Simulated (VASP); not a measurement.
Wanted: the native input for a VASP 6.6.1 run.

- Task: single point
- Functional: PBE
- Potentials or basis: VASP PAW PBE potentials, release 64 (Mg, I)
- Cutoff: 520 eV
- k mesh: 6 × 6 × 4
- Occupations: gaussian, width 0.05 eV
- Spin: no spin polarisation
- Dipole correction: no
- Further INCAR settings: ALGO = Normal; EDIFF = 1e-07; NBANDS = 15

The structure of MgI2 lies in POSCAR:

```
MgI2
1.0
    4.2734827252      0.0000000000      0.0000000000
   -2.1367413626      3.7009446027      0.0000000000
    0.0000000000      0.0000000000      7.9347883382
Mg I
1 2
Direct
    0.0000000000      0.0000000000      0.0000000000
    0.3333333333      0.6666666667      0.7820264016
    0.6666666667      0.3333333333      0.2179735984
```

One way to write it, as run:

INCAR

```
ALGO = Normal ; EDIFF = 1E-7
ENCUT = 520 ; GGA = PE
ISIF = 2 ; ISMEAR = 0
LASPH = T ; LCHARG = F
LREAL = F ; LWAVE = F
NBANDS = 15 ; NELM = 80
PREC = Accurate ; SIGMA = 0.05
```

KPOINTS

```
k-points
0
Gamma
  6 6 4
```

Potentials or basis: VASP PAW PBE potentials, release 64 (Mg, I).

Launch:

```console
$ cat potpaw_PBE.64/Mg/POTCAR potpaw_PBE.64/I/POTCAR > POTCAR
$ mpirun -np 1 vasp_std > vasp.out
```

It gave:

```yaml
Pressure: -1.4 GPa
Largest_force: 0.350 eV/Å
Band_gap_on_the_k_mesh: 3.47 eV, direct
```

Caveat: spin-orbit coupling is left out, which moves the levels of the heavy elements; this functional lacks dispersion, which binds the layers, so the pressure and a relaxed spacing across them are unreliable.

It took 26 s on 1 thread of AMD EPYC 9R45 96-Core Processor (Zen 5) (shared host), peak memory 0.22 GiB.
